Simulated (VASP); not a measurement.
A run of VASP 6.6.1:

The input INCAR:

```
SYSTEM = Pb
PREC = Accurate
ENCUT = 520
EDIFF = 1E-6
ISMEAR = -1
SIGMA = 0.15
LREAL = .False.
LASPH = .True.
NELM = 80
ALGO = Normal
ISIF = 2
LWAVE = .False.
LCHARG = .False.
GGA = PE
NBANDS = 13
```

KPOINTS

```
Automatic mesh
0
Gamma
  12 12 12
  0 0 0
```

File POSCAR:

```
Pb
1.0
    0.0000000000      2.4415696833      2.4415696833
    2.4415696833      0.0000000000      2.4415696833
    2.4415696833      2.4415696833      0.0000000000
Pb
1
Direct
    0.0000000000      0.0000000000      0.0000000000
```

Potentials or basis: VASP PAW PBE potentials, release 64 (Pb_d).

Run with:

```sh
$ cat potpaw_PBE.64/Pb_d/POTCAR > POTCAR
$ mpirun -np 1 vasp_std > vasp.out
```

Hardware: 1 thread of Intel(R) Xeon(R) Platinum 8259CL CPU @ 2.50GHz (Skylake/Cascade Lake), with other jobs on the host.

**Question.** Estimate the wall time of this run.

**Answer.** Run time: 31 s on 1 thread of Intel(R) Xeon(R) Platinum 8259CL CPU @ 2.50GHz (Skylake/Cascade Lake), on a shared host, peak memory 0.17 GiB. Counts: scf iterations 11, k points 72.
